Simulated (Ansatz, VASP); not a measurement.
One calculation of PbSe, two programs

```
CELL_PARAMETERS angstrom
5.15411 0.00000 0.00000
-2.57705 4.46359 0.00000
0.00000 0.00000 6.19785
ATOMIC_POSITIONS crystal
Pb 0.33333 0.66667 0.25000
Pb 0.66667 0.33333 0.75000
Se 0.66667 0.33333 0.25000
Se 0.33333 0.66667 0.75000
```

Alike in both runs: task single point; functional PBE; k mesh 6 × 6 × 4; no spin polarisation.

```csv
,VASP,Ansatz
version,VASP 6.6.1,Ansatz 0.2.0
potentials or method,"VASP PAW PBE potentials, release 64 (Pb_d, Se)","plane waves, PAW"
plane-wave cutoff (eV),520,420
occupations,"gaussian, width 0.01 eV",fixed
valence electrons in the cell,40,60
```

```csv
,VASP,Ansatz,Ansatz less VASP
gap on the k mesh at the Fermi level (eV),1.14,1.14,-0.003
pressure (GPa),1.2,1.2,+0.01
```

VASP's potentials hold 40 valence electrons a cell and Ansatz's 60, so a difference there can come from the potentials and not from the codes.

Spin-orbit coupling is off throughout.
